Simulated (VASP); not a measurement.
# CdTe (e600) (I-4m2) in VASP: further runs

CdTe (e600) is run at these levels: PBEsol; tasks: single point.

All numbers are computed with VASP 6.6.1; they aren't measurements. Logs are shortened: lines on timing, memory, paths and dates and some standing lists are left out, and cuts for length are marked.

### Step 1. The cell of the first run

Symmetry: I-4m2, No. 119, tetragonal system. Conventional cell: a = 4.456 Å, b = 4.456 Å, c = 6.736 Å, α = 90.00°, β = 90.00°, γ = 90.00°. Cd (site symmetry -4m2) has 4 Te at 2.79 Å within 3.7 Å. Within 3.7 Å of Te (site symmetry -4m2) lie 4 Cd at 2.79 Å.

### Step 2. Single point, PBEsol (strained cell)

INCAR reads:

```
PREC = Accurate
ENCUT = 500
EDIFF = 1E-6
ISMEAR = 0
SIGMA = 0.02
LREAL = F
LASPH = T
NELM = 120
ALGO = Normal
ISIF = 2
LWAVE = F
LCHARG = F
GGA = PS
NBANDS = 16
GGA_COMPAT = F
```

KPOINTS reads:

```
Automatic mesh
0
Gamma
  6 6 6
```

POSCAR reads:

```
CdTe
1.0
    0.0000000000      3.1511616752      3.3680796242
    3.1511616752      0.0000000000      3.3680796242
    3.1511616752      3.1511616752      0.0000000000
Cd Te
1 1
Direct
    0.0000000000      0.0000000000      0.0000000000
    0.2500000000      0.2500000000      0.2500000000
```

Potentials or basis: VASP PAW PBE potentials, release 64 (Cd, Te).

On the command line:

```
$ cat potpaw_PBE.64/Cd/POTCAR potpaw_PBE.64/Te/POTCAR > POTCAR
$ mpirun -np 1 vasp_std > vasp.out
```

OUTCAR:

```text
PREC = Accurate
   ENCUT = 500
   EDIFF = 1E-6
   ISMEAR = 0
   LREAL = F
   LASPH = T
   NELM = 120
   ISIF = 2
   GGA = PS

 ion  position               nearest neighbor table
   1  0.000  0.000  0.000-   2 2.79   2 2.79   2 2.79   2 2.79
   2  0.250  0.250  0.250-   1 2.79   1 2.79   1 2.79   1 2.79

  LATTYP: Found a body centered tetragonal cell.
 ALAT       =     4.4564155783
 C/A-ratio  =     1.5115644244

  Lattice vectors:

 A1 = (  -3.1511616752,   0.0000000000,   3.3680796242)
 A2 = (   3.1511616752,   0.0000000000,   3.3680796242)
 A3 = (   0.0000000000,   3.1511616752,  -3.3680796242)

Analysis of symmetry for initial positions (statically):
=====================================================================
 Subroutine PRICEL returns:
 Original cell was already a primitive cell.

 Routine SETGRP: Setting up the symmetry group for a
 body centered tetragonal supercell.

 Subroutine GETGRP returns: Found  8 space group operations
 (whereof  8 operations were pure point group operations)
 out of a pool of 16 trial point group operations.

The static configuration has the point symmetry D_2d.

Analysis of symmetry for dynamics (positions and initial velocities):
=====================================================================
 Subroutine PRICEL returns:
 Original cell was already a primitive cell.

 Routine SETGRP: Setting up the symmetry group for a
 body centered tetragonal supercell.

 Subroutine GETGRP returns: Found  8 space group operations
 (whereof  8 operations were pure point group operations)
 out of a pool of 16 trial point group operations.

The dynamic configuration has the point symmetry D_2d.

 Subroutine INISYM returns: Found  8 space group operations
 (whereof  8 operations are pure point group operations),
 and found     1 'primitive' translations

----------------------------------------------------------------------------------------

                                     Primitive cell

  volume of cell :      66.8888

  direct lattice vectors                    reciprocal lattice vectors
     0.000000000  3.151161675  3.368079624    -0.158671643  0.158671643  0.148452547
     3.151161675  0.000000000  3.368079624     0.158671643 -0.158671643  0.148452547
     3.151161675  3.151161675  0.000000000     0.158671643  0.158671643 -0.148452547

  length of vectors
     4.612350839  4.612350839  4.456415578     0.269056759  0.269056759  0.269056759

  position of ions in fractional coordinates (direct lattice)
     0.000000000  0.000000000  0.000000000
     0.250000000  0.250000000  0.250000000

  ion indices of the primitive-cell ions
   primitive index   ion index
                 1           1
                 2           2

----------------------------------------------------------------------------------------

 KPOINTS: Automatic mesh

Automatic generation of k-mesh.
 Grid dimensions read from file:
 generate k-points for:    6    6    6

 Generating k-lattice:

  Cartesian coordinates                     Fractional coordinates (reciprocal lattice)
    -0.026445274  0.026445274  0.024742091     0.166666667  0.000000000  0.000000000
     0.026445274 -0.026445274  0.024742091     0.000000000  0.166666667  0.000000000
     0.026445274  0.026445274 -0.024742091    -0.000000000 -0.000000000  0.166666667

  Length of vectors
     0.044842793  0.044842793  0.044842793

  Shift w.r.t. Gamma in fractional coordinates (k-lattice)
     0.000000000  0.000000000  0.000000000

 Subroutine IBZKPT returns following result:
 ===========================================

 Found     30 irreducible k-points:

 Following reciprocal coordinates:
            Coordinates               Weight
  0.000000  0.000000  0.000000      1.000000
  0.166667 -0.000000  0.000000      8.000000
  0.333333  0.000000  0.000000      8.000000
  0.500000 -0.000000  0.000000      4.000000
  0.166667  0.166667  0.000000      2.000000
  0.333333  0.166667  0.000000      8.000000
[... 16 lines left out ...]
  0.333333  0.000000  0.333333      4.000000
  0.500000 -0.000000  0.333333     16.000000
 [... further k-points ...]
   k-points           NKPTS =     30   k-points in BZ     NKDIM =     30   number of bands    NBANDS=     16
   number of dos      NEDOS =    301   number of ions     NIONS =      2
   total plane-waves  NPLWV =  46656
   dimension x,y,z NGX =    36 NGY =   36 NGZ =   36
   dimension x,y,z NGXF=    72 NGYF=   72 NGZF=   72
   ions per type =               1   1
   NGX,Y,Z   is equivalent  to a cutoff of  12.98, 12.98, 13.43 a.u.
   NGXF,Y,Z  is equivalent  to a cutoff of  25.95, 25.95, 26.86 a.u.
 SYSTEM =  unknown system
   PREC   = accura    normal or accurate (medium, high low for compatibility)
   ISTART =      0    job   : 0-new  1-cont  2-samecut
   ICHARG =      2    charge: 1-file 2-atom 10-const
   ISPIN  =      1    spin polarized calculation?
   LNONCOLLINEAR =      F non collinear calculations
   LSORBIT =      F    spin-orbit coupling
   LASPH  =      T    aspherical Exc in radial PAW
   ENCUT  =  500.0 eV  36.75 Ry    6.06 a.u.   8.41  8.41  8.13*2*pi/ulx,y,z
   NELM   =    120;   NELMIN=  2; NELMDL= -5     # of ELM steps
   EDIFF  = 0.1E-05   stopping-criterion for ELM
   LREAL  =      F    real-space projection
   EDIFFG = 0.1E-04   stopping-criterion for IOM
   NSW    =      0    number of steps for IOM
   IBRION =     -1    ionic relax: 0-MD 1-quasi-New 2-CG
   NFREE  =      0    steps in history (QN), initial steepest desc. (CG)
   ISIF   =      2    stress and relaxation
   ISYM   =      2    0-nonsym 1-usesym 2-fastsym
   POTIM  = 0.5000    time-step for ionic-motion
   TEBEG  =    0.0;   TEEND  =   0.0 temperature during run
   PSTRESS=    0.0 pullay stress
   NELECT =      18.0000    total number of electrons
   NUPDOWN=      -1.0000    fix difference up-down
   EMIN   =  10.00;   EMAX   =-10.00  energy-range for DOS
   EFERMI =   0.00;   METHOD = LEGACY
   ISMEAR =     0;   SIGMA  =   0.02  broadening in eV -4-tet -1-fermi 0-gaus
   EFERMI_NEDOS =   21; number of points for ismear=-14 and -15
   IALGO  =     38    algorithm
   IMIX   =      4    mixing-type and parameters
     AMIX     =   0.40;   BMIX     =  1.00
     AMIX_MAG =   1.60;   BMIX_MAG =  1.00
  volume/ion in A,a.u.               =      33.44       225.69
  Fermi-wavevector in a.u.,A,eV,Ry     =   1.056934  1.997315 15.199190  1.117109
  Thomas-Fermi vector in A             =   2.192188
   LORBIT       =      0    0 simple, 1 ext, 2 COOP (PROOUT), +10 PAW based schemes
   GGA     = PS    functional components
   LHFCALC =     F    Hartree Fock is set to
   AEXX    =    0.0000 exact exchange contribution
   IVDW    =     0    specifies the selected vdW correction
   LEPSILON=     F    determine dielectric tensor
   LRPA    =     F    only Hartree local field effects (RPA)
 non-spin polarized calculation
 Gauss-broadening in eV      SIGMA  =   0.02
  energy-cutoff  :      500.00
  volume of cell :       66.89
 maximum number of plane-waves:      1745
 NGX is ok and might be reduce to    36
   NGX = 17   NGY = 17   NGZ = 17

 number of electron      17.9999995 magnetization

 Free energy of the ion-electron system (eV)
  ---------------------------------------------------
  ext. energy  EPLUGINS =         0.00000000
  ---------------------------------------------------
  free energy    TOTEN  =        -5.46673699 eV

  energy without entropy =       -5.46673699  energy(sigma->0) =       -5.46673699

 E-fermi :   2.5476     XC(G=0):  -8.8607

 val. band max:        2.4520301625   @ k =   0.0000   0.0000   0.0000
 cond. band min:       3.0644897443   @ k =   0.0000   0.0000   0.0000
 fundamental gap:      0.6124595818
 Fermi energy:         2.5475511397

 k-point     1 :       0.0000    0.0000    0.0000
  band No.  band energies     occupation
      1      -8.9334      2.00000
      2      -5.9578      2.00000
      3      -5.9399      2.00000
      4      -5.9399      2.00000
      5      -5.6774      2.00000
      6      -5.6647      2.00000
[... 8 lines left out ...]
     15      11.1769      0.00000
     16      11.6958      0.00000

 k-point     2 :       0.1667   -0.0000    0.0000
  band No.  band energies     occupation
      1      -8.8267      2.00000
      2      -5.9336      2.00000
      3      -5.9199      2.00000
      4      -5.8640      2.00000
      5      -5.6752      2.00000
      6      -5.6683      2.00000
[... 8 lines left out ...]
     15      10.8856      0.00000
     16      11.0788      0.00000

 k-point     3 :       0.3333    0.0000    0.0000
  band No.  band energies     occupation
      1      -8.6121      2.00000
      2      -5.9010      2.00000
      3      -5.8844      2.00000
      4      -5.6741      2.00000
      5      -5.6701      2.00000
      6      -5.5711      2.00000
[... 8 lines left out ...]
     15      11.2209      0.00000
     16      11.3461      0.00000

 k-point     4 :       0.5000   -0.0000    0.0000
  band No.  band energies     occupation
      1      -8.5064      2.00000
      2      -5.8893      2.00000
      3      -5.8699      2.00000
      4      -5.6673      2.00000
      5      -5.6586      2.00000
      6      -5.3130      2.00000
[... 8 lines left out ...]
     15      12.4921      0.00000
     16      12.8214      0.00000
[... 324 lines left out ...]
 k-point    22 :      -0.3333    0.5000    0.1667
  band No.  band energies     occupation
      1      -8.3931      2.00000
      2      -5.8127      2.00000
      3      -5.8022      2.00000
      4      -5.7142      2.00000
      5      -5.6609      2.00000
      6      -5.1488      2.00000
[... 8 lines left out ...]
     15      13.3790      0.00000
     16      13.6745      0.00000

 k-point    23 :       0.3333    0.0000    0.3333
  band No.  band energies     occupation
      1      -8.4997      2.00000
      2      -5.8411      2.00000
      3      -5.8031      2.00000
      4      -5.7803      2.00000
      5      -5.6500      2.00000
      6      -5.4538      2.00000
[... 8 lines left out ...]
     15      12.3679      0.00000
     16      14.5937      0.00000

 k-point    24 :       0.5000   -0.0000    0.3333
  band No.  band energies     occupation
      1      -8.4004      2.00000
      2      -5.8313      2.00000
      3      -5.7906      2.00000
      4      -5.7477      2.00000
      5      -5.6489      2.00000
      6      -5.1940      2.00000
[... 8 lines left out ...]
     15      12.8565      0.00000
     16      13.9538      0.00000

 [... further k-points ...]

------------------------ aborting loop because EDIFF is reached ----------------------------------------

  FORCE on cell =-STRESS in cart. coord.  units (eV):
  Direction    XX          YY          ZZ          XY          YZ          ZX
  --------------------------------------------------------------------------------------
  -------------------------------------------------------------------------------------
  Total        0.6070542      0.6070542      0.0817763      0.0000000      0.0000000      0.0000000
  in kB       14.5406670     14.5406670      1.9587748      0.0000000      0.0000000      0.0000000
  external PRESSURE =      10.3467029 kB  Pullay stress =       0.0000000 kB

 VOLUME and BASIS-vectors are now :
 -----------------------------------------------------------------------------
  energy-cutoff  :      500.00
  volume of cell :       66.89
      direct lattice vectors                 reciprocal lattice vectors
     0.000000000  3.151161675  3.368079624    -0.158671643  0.158671643  0.148452547
     3.151161675  0.000000000  3.368079624     0.158671643 -0.158671643  0.148452547
     3.151161675  3.151161675  0.000000000     0.158671643  0.158671643 -0.148452547

 POSITION                                       TOTAL-FORCE (eV/Angst)
 -----------------------------------------------------------------------------------
      0.00000      0.00000      0.00000         0.000000      0.000000     -0.000000
      1.57558      1.57558      1.68404        -0.000000     -0.000000      0.000000
 -----------------------------------------------------------------------------------
    total drift:                                0.000000      0.000000     -0.000000

  FREE ENERGIE OF THE ION-ELECTRON SYSTEM (eV)
  ---------------------------------------------------
  free  energy   TOTEN  =        -5.4667369870 eV

  energy  without entropy=       -5.4667369870  energy(sigma->0) =       -5.46673699
```

It took 24 s on 1 thread of AMD EPYC 9R45 (Zen 5), shared host; peak memory 0.18 GiB.

Results:

| Property | Result |
| --- | --- |
| Free energy | -5.4667 eV |
| Pressure | 1.0 GPa |
| Band gap on the k mesh | 0.61 eV, direct |

Caveat: the cell differs from its parent crystal (strained cell); the PAW data sets were made with another functional, which shifts forces and pressure a little; spin-orbit coupling is left out, which moves the levels of the heavy elements.

### Step 3. Single point, PBEsol (strained cell)

INCAR is that of step 2.

KPOINTS reads:

```
regular mesh
0
Gamma
  6 6 6
```

POSCAR reads:

```
CdTe
1.0
    0.0000000000      3.1511616752      3.3691454774
    3.1511616752      0.0000000000      3.3691454774
    3.1511616752      3.1511616752      0.0000000000
Cd Te
1 1
Direct
    0.0000000000      0.0000000000      0.0000000000
    0.2500000000      0.2500000000      0.2500000000
```

Potentials or basis: VASP PAW PBE potentials, release 64 (Cd, Te).

On the command line:

```
$ cat potpaw_PBE.64/Cd/POTCAR potpaw_PBE.64/Te/POTCAR > POTCAR
$ mpirun -np 1 vasp_std > vasp.out
```

OUTCAR:

```text
PREC = Accurate
   ENCUT = 500
   EDIFF = 1E-6
   ISMEAR = 0
   LREAL = F
   LASPH = T
   NELM = 120
   ISIF = 2
   GGA = PS

 ion  position               nearest neighbor table
   1  0.000  0.000  0.000-   2 2.79   2 2.79   2 2.79   2 2.79
   2  0.250  0.250  0.250-   1 2.79   1 2.79   1 2.79   1 2.79

  LATTYP: Found a body centered tetragonal cell.
 ALAT       =     4.4564155783
 C/A-ratio  =     1.5120427699

  Lattice vectors:

[... 641 lines left out ...]

 [... further k-points ...]

------------------------ aborting loop because EDIFF is reached ----------------------------------------

  FORCE on cell =-STRESS in cart. coord.  units (eV):
  Direction    XX          YY          ZZ          XY          YZ          ZX
  --------------------------------------------------------------------------------------
  -------------------------------------------------------------------------------------
  Total        0.6018305      0.6018305      0.0732543      0.0000000      0.0000000      0.0000000
  in kB       14.4109843     14.4109843      1.7540926      0.0000000      0.0000000      0.0000000
  external PRESSURE =      10.1920204 kB  Pullay stress =       0.0000000 kB

 VOLUME and BASIS-vectors are now :
 -----------------------------------------------------------------------------
  energy-cutoff  :      500.00
  volume of cell :       66.91
      direct lattice vectors                 reciprocal lattice vectors
     0.000000000  3.151161675  3.369145477    -0.158671643  0.158671643  0.148405583
     3.151161675  0.000000000  3.369145477     0.158671643 -0.158671643  0.148405583
     3.151161675  3.151161675  0.000000000     0.158671643  0.158671643 -0.148405583

 POSITION                                       TOTAL-FORCE (eV/Angst)
 -----------------------------------------------------------------------------------
      0.00000      0.00000      0.00000         0.000000      0.000000      0.000000
      1.57558      1.57558      1.68457        -0.000000     -0.000000      0.000000
 -----------------------------------------------------------------------------------
    total drift:                                0.000000      0.000000     -0.000000

  FREE ENERGIE OF THE ION-ELECTRON SYSTEM (eV)
  ---------------------------------------------------
  free  energy   TOTEN  =        -5.4667618413 eV

  energy  without entropy=       -5.4667618413  energy(sigma->0) =       -5.46676184
```

OSZICAR:

```text
N       E                     dE             d eps       ncg     rms          rms(c)
DAV:   1     0.978785045551E+02    0.97879E+02   -0.80263E+03   968   0.942E+02
DAV:   2    -0.226437110226E+01   -0.10014E+03   -0.95235E+02  1160   0.234E+02
DAV:   3    -0.569561856269E+01   -0.34312E+01   -0.34273E+01  1160   0.448E+01
DAV:   4    -0.572615135780E+01   -0.30533E-01   -0.30531E-01  1496   0.377E+00
DAV:   5    -0.572624436354E+01   -0.93006E-04   -0.93006E-04  1240   0.177E-01    0.563E+00
DAV:   6    -0.548629536568E+01    0.23995E+00   -0.43721E-01  1136   0.844E+00    0.465E+00
DAV:   7    -0.546765994422E+01    0.18635E-01   -0.10296E-01  1184   0.214E+00    0.187E+00
DAV:   8    -0.546674655051E+01    0.91339E-03   -0.10577E-02  1088   0.117E+00    0.482E-01
DAV:   9    -0.546671696947E+01    0.29581E-04   -0.77466E-04  1184   0.308E-01    0.117E-01
DAV:  10    -0.546674267943E+01   -0.25710E-04   -0.10720E-04  1240   0.965E-02    0.549E-02
DAV:  11    -0.546676405862E+01   -0.21379E-04   -0.47307E-05  1144   0.439E-02    0.410E-02
DAV:  12    -0.546676206797E+01    0.19907E-05   -0.39705E-06  1128   0.144E-02    0.209E-02
DAV:  13    -0.546676184134E+01    0.22663E-06   -0.63417E-07   920   0.377E-03
   1 F= -.54667618E+01 E0= -.54667618E+01  d E =-.913652E-14
```

It took 23 s on 1 thread of AMD EPYC 9R45 (Zen 5), shared host; peak memory 0.18 GiB.

What came out:

| Property | Result |
| --- | --- |
| Free energy | -5.4668 eV |
| Pressure | 1.0 GPa |
| Band gap on the k mesh | 0.61 eV, direct |

Caveat: the cell differs from its parent crystal (strained cell); the PAW data sets were made with another functional, which shifts forces and pressure a little; spin-orbit coupling is left out, which moves the levels of the heavy elements.

(Continued in part 2 of 2.)
